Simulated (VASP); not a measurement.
# In3As (Pm-3m) in VASP: notebook

In3As is run at these levels: RPBE, PBE, PBEsol; tasks: single point.

All numbers are computed with VASP 6.6.1; they aren't measurements. Logs are shortened: lines on timing, memory, paths and dates and some standing lists are left out, and cuts for length are marked.

## Step 1: The cell of the first run

It takes space group Pm-3m (No. 221, cubic). The conventional cell has a = 4.672 Å, b = 4.672 Å, c = 4.672 Å, α = 90.00°, β = 90.00°, γ = 90.00°. Within 4.3 Å of In (site symmetry 4/mmm) lie 8 In at 3.30 Å and 4 As at 3.30 Å. As (site symmetry m-3m) has 12 In at 3.30 Å within 4.3 Å.

## Step 2: Single point, RPBE

INCAR reads:

```
SYSTEM = In3As
ALGO = Fast
EDIFF = 1E-6
ENCUT = 520
GGA = RP
ISIF = 2
ISMEAR = 0
LASPH = .True.
LCHARG = .True.
LELF = .True.
LREAL = .False.
LVHAR = .True.
LWAVE = .False.
NBANDS = 30
NELM = 60
PREC = Accurate
SIGMA = 0.02
```

KPOINTS reads:

```
k-points
0
Gamma
  6 6 6
  0 0 0
```

POSCAR reads:

```
In3As
1.0
    4.6716810000      0.0000000000      0.0000000000
    0.0000000000      4.6716810000      0.0000000000
    0.0000000000      0.0000000000      4.6716810000
In As
3 1
Direct
    0.5000000000      0.5000000000      0.0000000000
    0.5000000000      0.0000000000      0.5000000000
    0.0000000000      0.5000000000      0.5000000000
    0.0000000000      0.0000000000      0.0000000000
```

Potentials or basis: VASP PAW PBE potentials, release 64 (In_d, As).

On the command line:

```sh
cat potpaw_PBE.64/In_d/POTCAR potpaw_PBE.64/As/POTCAR > POTCAR
mpirun -np 1 vasp_std > vasp.out
```

OUTCAR:

```text
SYSTEM = In3As
   EDIFF = 1E-6
   ENCUT = 520
   GGA = RP
   ISIF = 2
   ISMEAR = 0
   LASPH = .True.
   LREAL = .False.
   NELM = 60
   PREC = Accurate

 ion  position               nearest neighbor table
   1  0.500  0.500  0.000-   2 3.30   3 3.30   4 3.30   2 3.30   3 3.30   2 3.30   4 3.30   2 3.30
                             3 3.30   4 3.30   3 3.30   4 3.30
   2  0.500  0.000  0.500-   1 3.30   3 3.30   4 3.30   1 3.30   4 3.30   1 3.30   3 3.30   1 3.30
                             3 3.30   4 3.30   4 3.30   3 3.30
   3  0.000  0.500  0.500-   1 3.30   2 3.30   4 3.30   1 3.30   4 3.30   2 3.30   4 3.30   4 3.30
                             1 3.30   2 3.30   1 3.30   2 3.30
   4  0.000  0.000  0.000-   1 3.30   2 3.30   3 3.30   2 3.30   3 3.30   1 3.30   3 3.30   3 3.30
                             1 3.30   2 3.30   2 3.30   1 3.30

  LATTYP: Found a simple cubic cell.
 ALAT       =     4.6716810000

  Lattice vectors:

 A1 = (   4.6716810000,   0.0000000000,   0.0000000000)
 A2 = (   0.0000000000,   4.6716810000,   0.0000000000)
 A3 = (   0.0000000000,   0.0000000000,   4.6716810000)

Analysis of symmetry for initial positions (statically):
=====================================================================
 Subroutine PRICEL returns:
 Original cell was already a primitive cell.

 Routine SETGRP: Setting up the symmetry group for a
 simple cubic supercell.

 Subroutine GETGRP returns: Found 48 space group operations
 (whereof 48 operations were pure point group operations)
 out of a pool of 48 trial point group operations.

The static configuration has the point symmetry O_h .

Analysis of symmetry for dynamics (positions and initial velocities):
=====================================================================
 Subroutine PRICEL returns:
 Original cell was already a primitive cell.

 Routine SETGRP: Setting up the symmetry group for a
 simple cubic supercell.

 Subroutine GETGRP returns: Found 48 space group operations
 (whereof 48 operations were pure point group operations)
 out of a pool of 48 trial point group operations.

The dynamic configuration has the point symmetry O_h .

 Subroutine INISYM returns: Found 48 space group operations
 (whereof 48 operations are pure point group operations),
 and found     1 'primitive' translations

----------------------------------------------------------------------------------------

                                     Primitive cell

  volume of cell :     101.9576

  direct lattice vectors                    reciprocal lattice vectors
     4.671681000  0.000000000  0.000000000     0.214055711  0.000000000  0.000000000
     0.000000000  4.671681000  0.000000000     0.000000000  0.214055711  0.000000000
     0.000000000  0.000000000  4.671681000     0.000000000  0.000000000  0.214055711

  length of vectors
     4.671681000  4.671681000  4.671681000     0.214055711  0.214055711  0.214055711

  position of ions in fractional coordinates (direct lattice)
     0.500000000  0.500000000  0.000000000
     0.500000000  0.000000000  0.500000000
     0.000000000  0.500000000  0.500000000
     0.000000000  0.000000000  0.000000000

  ion indices of the primitive-cell ions
   primitive index   ion index
                 1           1
                 2           2
                 3           3
                 4           4

----------------------------------------------------------------------------------------

 KPOINTS: k-points

Automatic generation of k-mesh.
 Grid dimensions read from file:
 generate k-points for:    6    6    6

 Generating k-lattice:

  Cartesian coordinates                     Fractional coordinates (reciprocal lattice)
     0.035675952  0.000000000  0.000000000     0.166666667  0.000000000  0.000000000
     0.000000000  0.035675952  0.000000000     0.000000000  0.166666667  0.000000000
     0.000000000  0.000000000  0.035675952     0.000000000  0.000000000  0.166666667

  Length of vectors
     0.035675952  0.035675952  0.035675952

  Shift w.r.t. Gamma in fractional coordinates (k-lattice)
     0.000000000  0.000000000  0.000000000

 Subroutine IBZKPT returns following result:
 ===========================================

 Found     20 irreducible k-points:

 Following reciprocal coordinates:
            Coordinates               Weight
  0.000000  0.000000  0.000000      1.000000
  0.166667  0.000000  0.000000      6.000000
  0.333333  0.000000  0.000000      6.000000
  0.500000  0.000000  0.000000      3.000000
  0.166667  0.166667  0.000000     12.000000
  0.333333  0.166667  0.000000     24.000000
[... 12 lines left out ...]
  0.500000  0.500000  0.333333      6.000000
  0.500000  0.500000  0.500000      1.000000
   k-points           NKPTS =     20   k-points in BZ     NKDIM =     20   number of bands    NBANDS=     30
   number of dos      NEDOS =    301   number of ions     NIONS =      4
   total plane-waves  NPLWV =  46656
   dimension x,y,z NGX =    36 NGY =   36 NGZ =   36
   dimension x,y,z NGXF=    72 NGYF=   72 NGZF=   72
   ions per type =               3   1
   NGX,Y,Z   is equivalent  to a cutoff of  12.81, 12.81, 12.81 a.u.
   NGXF,Y,Z  is equivalent  to a cutoff of  25.62, 25.62, 25.62 a.u.
 SYSTEM =  In3As
   PREC   = accura    normal or accurate (medium, high low for compatibility)
   ISTART =      0    job   : 0-new  1-cont  2-samecut
   ICHARG =      2    charge: 1-file 2-atom 10-const
   ISPIN  =      1    spin polarized calculation?
   LNONCOLLINEAR =      F non collinear calculations
   LSORBIT =      F    spin-orbit coupling
   LASPH  =      T    aspherical Exc in radial PAW
   ENCUT  =  520.0 eV  38.22 Ry    6.18 a.u.   8.69  8.69  8.69*2*pi/ulx,y,z
   NELM   =     60;   NELMIN=  2; NELMDL= -5     # of ELM steps
   EDIFF  = 0.1E-05   stopping-criterion for ELM
   LREAL  =      F    real-space projection
   EDIFFG = 0.1E-04   stopping-criterion for IOM
   NSW    =      0    number of steps for IOM
   IBRION =     -1    ionic relax: 0-MD 1-quasi-New 2-CG
   NFREE  =      0    steps in history (QN), initial steepest desc. (CG)
   ISIF   =      2    stress and relaxation
   ISYM   =      2    0-nonsym 1-usesym 2-fastsym
   POTIM  = 0.5000    time-step for ionic-motion
   TEBEG  =    0.0;   TEEND  =   0.0 temperature during run
   PSTRESS=    0.0 pullay stress
   NELECT =      44.0000    total number of electrons
   NUPDOWN=      -1.0000    fix difference up-down
   EMIN   =  10.00;   EMAX   =-10.00  energy-range for DOS
   EFERMI =   0.00;   METHOD = LEGACY
   ISMEAR =     0;   SIGMA  =   0.02  broadening in eV -4-tet -1-fermi 0-gaus
   EFERMI_NEDOS =   21; number of points for ismear=-14 and -15
   IALGO  =     68    algorithm
   IMIX   =      4    mixing-type and parameters
     AMIX     =   0.40;   BMIX     =  1.00
     AMIX_MAG =   1.60;   BMIX_MAG =  1.00
  volume/ion in A,a.u.               =      25.49       172.01
  Fermi-wavevector in a.u.,A,eV,Ry     =   1.237141  2.337858 20.823961  1.530518
  Thomas-Fermi vector in A             =   2.371720
   LORBIT       =      0    0 simple, 1 ext, 2 COOP (PROOUT), +10 PAW based schemes
   GGA     = RP    functional components
   LHFCALC =     F    Hartree Fock is set to
   AEXX    =    0.0000 exact exchange contribution
   IVDW    =     0    specifies the selected vdW correction
   LEPSILON=     F    determine dielectric tensor
   LRPA    =     F    only Hartree local field effects (RPA)
 non-spin polarized calculation
 RMM-DIIS sequential band-by-band and
 Gauss-broadening in eV      SIGMA  =   0.02
  energy-cutoff  :      520.00
  volume of cell :      101.96
 maximum number of plane-waves:      2800
 NGX is ok and might be reduce to    36
   NGX = 17   NGY = 17   NGZ = 17

 number of electron      43.9999975 magnetization

 Free energy of the ion-electron system (eV)
  ---------------------------------------------------
  ext. energy  EPLUGINS =         0.00000000
  ---------------------------------------------------
  free energy    TOTEN  =       -10.56509967 eV

  energy without entropy =      -10.56467699  energy(sigma->0) =      -10.56488833

 E-fermi :   6.7318     XC(G=0): -10.0510

 val. band max:        6.7310086360   @ k =   0.5000   0.0000   0.0000
 cond. band min:       6.7606629358   @ k =   0.5000   0.0000   0.0000
 fundamental gap:      0.0296542997
 Fermi energy:         6.7318288131

 k-point     1 :       0.0000    0.0000    0.0000
  band No.  band energies     occupation
      1      -7.9874      2.00000
      2      -7.9739      2.00000
      3      -7.9739      2.00000
      4      -7.9739      2.00000
      5      -7.8014      2.00000
      6      -7.8014      2.00000
[... 22 lines left out ...]
     29      12.7053      0.00000
     30      13.9910      0.00000

 k-point     2 :       0.1667    0.0000    0.0000
  band No.  band energies     occupation
      1      -7.9687      2.00000
      2      -7.9610      2.00000
      3      -7.9438      2.00000
      4      -7.9438      2.00000
      5      -7.7975      2.00000
      6      -7.7812      2.00000
[... 22 lines left out ...]
     29      13.4210      0.00000
     30      14.1071      0.00000

 k-point     3 :       0.3333    0.0000    0.0000
  band No.  band energies     occupation
      1      -7.9579      2.00000
      2      -7.8957      2.00000
      3      -7.8600      2.00000
      4      -7.8600      2.00000
      5      -7.7878      2.00000
      6      -7.7304      2.00000
[... 22 lines left out ...]
     29      13.9074      0.00000
     30      13.9692      0.00000

 k-point     4 :       0.5000    0.0000    0.0000
  band No.  band energies     occupation
      1      -7.9522      2.00000
      2      -7.8497      2.00000
      3      -7.7751      2.00000
      4      -7.7624      2.00000
      5      -7.7624      2.00000
      6      -7.7170      2.00000
[... 22 lines left out ...]
     29      12.0905      0.00000
     30      13.1339      0.00000

 k-point     5 :       0.1667    0.1667    0.0000
  band No.  band energies     occupation
      1      -7.9487      2.00000
      2      -7.9448      2.00000
      3      -7.9290      2.00000
      4      -7.9134      2.00000
      5      -7.7861      2.00000
      6      -7.7673      2.00000
[... 22 lines left out ...]
     29      13.6351      0.00000
     30      13.9932      0.00000
[... 394 lines left out ...]
     29      14.1076      0.00000
     30      15.1805      0.00000

 k-point    18 :       0.5000    0.3333    0.3333
  band No.  band energies     occupation
      1      -7.8773      2.00000
      2      -7.8652      2.00000
      3      -7.8352      2.00000
      4      -7.8253      2.00000
      5      -7.8150      2.00000
      6      -7.8034      2.00000
[... 22 lines left out ...]
     29      14.2933      0.00000
     30      14.4376      0.00000

 k-point    19 :       0.5000    0.5000    0.3333
  band No.  band energies     occupation
      1      -7.8812      2.00000
      2      -7.8589      2.00000
      3      -7.8589      2.00000
      4      -7.8585      2.00000
      5      -7.8057      2.00000
      6      -7.8057      2.00000
[... 22 lines left out ...]
     29      14.5391      0.00000
     30      15.4608      0.00000

 k-point    20 :       0.5000    0.5000    0.5000
  band No.  band energies     occupation
      1      -7.9066      2.00000
      2      -7.8726      2.00000
      3      -7.8726      2.00000
      4      -7.8726      2.00000
      5      -7.8122      2.00000
      6      -7.8122      2.00000
[... 22 lines left out ...]
     29      15.9418      0.00000
     30      16.2735      0.00000

------------------------ aborting loop because EDIFF is reached ----------------------------------------

  FORCE on cell =-STRESS in cart. coord.  units (eV):
  Direction    XX          YY          ZZ          XY          YZ          ZX
  --------------------------------------------------------------------------------------
  -------------------------------------------------------------------------------------
  Total        1.4208498      1.4208498      1.4208498      0.0000000      0.0000000     -0.0000000
  in kB       22.3274546     22.3274546     22.3274546      0.0000000      0.0000000     -0.0000000
  external PRESSURE =      22.3274546 kB  Pullay stress =       0.0000000 kB

 VOLUME and BASIS-vectors are now :
 -----------------------------------------------------------------------------
  energy-cutoff  :      520.00
  volume of cell :      101.96
      direct lattice vectors                 reciprocal lattice vectors
     4.671681000  0.000000000  0.000000000     0.214055711  0.000000000  0.000000000
     0.000000000  4.671681000  0.000000000     0.000000000  0.214055711  0.000000000
     0.000000000  0.000000000  4.671681000     0.000000000  0.000000000  0.214055711

 POSITION                                       TOTAL-FORCE (eV/Angst)
 -----------------------------------------------------------------------------------
      2.33584      2.33584      0.00000         0.000000      0.000000      0.000000
      2.33584      0.00000      2.33584         0.000000      0.000000      0.000000
      0.00000      2.33584      2.33584         0.000000      0.000000      0.000000
      0.00000      0.00000      0.00000         0.000000      0.000000      0.000000
 -----------------------------------------------------------------------------------
    total drift:                                0.000000      0.000000      0.000000

  FREE ENERGIE OF THE ION-ELECTRON SYSTEM (eV)
  ---------------------------------------------------
  free  energy   TOTEN  =       -10.5650996671 eV

  energy  without entropy=      -10.5646769934  energy(sigma->0) =      -10.56488833
```

Run time: 24 s. Hardware: 1 thread of Intel Xeon 6975P-C (Granite Rapids), shared host; peak memory 0.22 GiB.

What came out:

* Free energy: -10.5651 eV
* Pressure: 2.2 GPa
* Band gap on the k mesh: zero (band 22 reaches 7.26 eV, above the bottom of band 23 at 3.39 eV)

Levels at points of the mesh, in eV from the Fermi level:
```csv
k point,band 18,band 19,band 20,band 21,band 22,band 23,band 24,band 25,band 26,band 27
"(0.00, 0.00, 0.00)",-2.83,-2.83,-2.83,-1.81,-1.81,2.12,2.12,2.12,4.64,4.64
"(0.50, 0.00, 0.00)",-4.26,-1.56,-1.56,-1.11,0.00,0.00,0.03,1.51,4.75,4.75
"(0.50, 0.50, 0.00)",-5.85,-5.76,-0.75,-0.32,0.49,0.49,1.81,1.99,1.99,2.15
"(0.50, 0.50, 0.50)",-4.14,-4.14,-3.92,-3.92,-3.92,-3.35,4.76,4.76,4.76,8.84
```

Caveat: the PAW data sets were made with another functional, which shifts forces and pressure a little; spin-orbit coupling is left out, which moves the levels of the heavy elements.

## Step 3: Single point, PBE

INCAR reads:

```
PREC = Accurate
ENCUT = 520
EDIFF = 1E-6
ISMEAR = 0
SIGMA = 0.02
LREAL = False
LASPH = True
NELM = 60
ALGO = Normal
ISIF = 2
LWAVE = False
LCHARG = False
GGA = PE
NBANDS = 30
```

KPOINTS reads:

```
Automatic mesh
0
Gamma
  6 6 6
```

POSCAR is that of step 2.

Potentials or basis: VASP PAW PBE potentials, release 64 (In_d, As).

On the command line:

```sh
cat potpaw_PBE.64/In_d/POTCAR potpaw_PBE.64/As/POTCAR > POTCAR
mpirun -np 1 vasp_std > vasp.out
```

OUTCAR:

```text
PREC = Accurate
   ENCUT = 520
   EDIFF = 1E-6
   ISMEAR = 0
   LREAL = False
   LASPH = True
   NELM = 60
   ISIF = 2
   GGA = PE

 ion  position               nearest neighbor table
   1  0.500  0.500  0.000-   2 3.30   3 3.30   4 3.30   2 3.30   3 3.30   2 3.30   4 3.30   2 3.30
                             3 3.30   4 3.30   3 3.30   4 3.30
   2  0.500  0.000  0.500-   1 3.30   3 3.30   4 3.30   1 3.30   4 3.30   1 3.30   3 3.30   1 3.30
                             3 3.30   4 3.30   4 3.30   3 3.30
   3  0.000  0.500  0.500-   1 3.30   2 3.30   4 3.30   1 3.30   4 3.30   2 3.30   4 3.30   4 3.30
[... 859 lines left out ...]
  -------------------------------------------------------------------------------------
  Total        0.3439460      0.3439460      0.3439460      0.0000000      0.0000000      0.0000000
  in kB        5.4048210      5.4048210      5.4048210      0.0000000      0.0000000      0.0000000
  external PRESSURE =       5.4048210 kB  Pullay stress =       0.0000000 kB

 VOLUME and BASIS-vectors are now :
 -----------------------------------------------------------------------------
  energy-cutoff  :      520.00
  volume of cell :      101.96
      direct lattice vectors                 reciprocal lattice vectors
     4.671681000  0.000000000  0.000000000     0.214055711  0.000000000  0.000000000
     0.000000000  4.671681000  0.000000000     0.000000000  0.214055711  0.000000000
     0.000000000  0.000000000  4.671681000     0.000000000  0.000000000  0.214055711

 POSITION                                       TOTAL-FORCE (eV/Angst)
 -----------------------------------------------------------------------------------
      2.33584      2.33584      0.00000         0.000000      0.000000      0.000000
      2.33584      0.00000      2.33584         0.000000      0.000000      0.000000
      0.00000      2.33584      2.33584         0.000000      0.000000      0.000000
      0.00000      0.00000      0.00000         0.000000      0.000000      0.000000
 -----------------------------------------------------------------------------------
    total drift:                                0.000000      0.000000      0.000000

  FREE ENERGIE OF THE ION-ELECTRON SYSTEM (eV)
  ---------------------------------------------------
  free  energy   TOTEN  =       -12.0457693863 eV

  energy  without entropy=      -12.0451522502  energy(sigma->0) =      -12.04546082
```

stdout:

```text
POSCAR found type information on POSCAR InAs
 POSCAR found :  2 types and       4 ions
 scaLAPACK will be used
 LDA part: xc-table for (Slater+PW92), standard interpolation
 POSCAR, INCAR and KPOINTS ok, starting setup
 FFT: planning ... GRIDC
 FFT: planning ... GRID_SOFT
 FFT: planning ... GRID
 WAVECAR not read
 entering main loop
```

Run time: 18 s. Hardware: 1 thread of Intel Xeon 6975P-C (Granite Rapids), shared host; peak memory 0.22 GiB.

Results:

| Item | Value |
| --- | --- |
| Free energy | -12.0458 eV |
| Pressure | 0.5 GPa |
| Band gap on the k mesh | zero (band 22 reaches 7.11 eV, above the bottom of band 23 at 3.27 eV) |

Levels at points of the mesh, in eV from the Fermi level:
| k point | band 20 | band 21 | band 22 | band 23 | band 24 | band 25 |
| --- | --- | --- | --- | --- | --- | --- |
| (0.00, 0.00, 0.00) | -2.82 | -1.85 | -1.85 | 2.11 | 2.11 | 2.11 |
| (0.50, 0.00, 0.00) | -1.55 | -1.17 | -0.01 | -0.01 | 0.05 | 1.51 |
| (0.50, 0.50, 0.00) | -0.73 | -0.34 | 0.48 | 0.48 | 1.79 | 1.98 |
| (0.50, 0.50, 0.50) | -3.91 | -3.91 | -3.91 | -3.34 | 4.74 | 4.74 |

Caveat: spin-orbit coupling is left out, which moves the levels of the heavy elements.

(Part 1 of 2 ends here.)
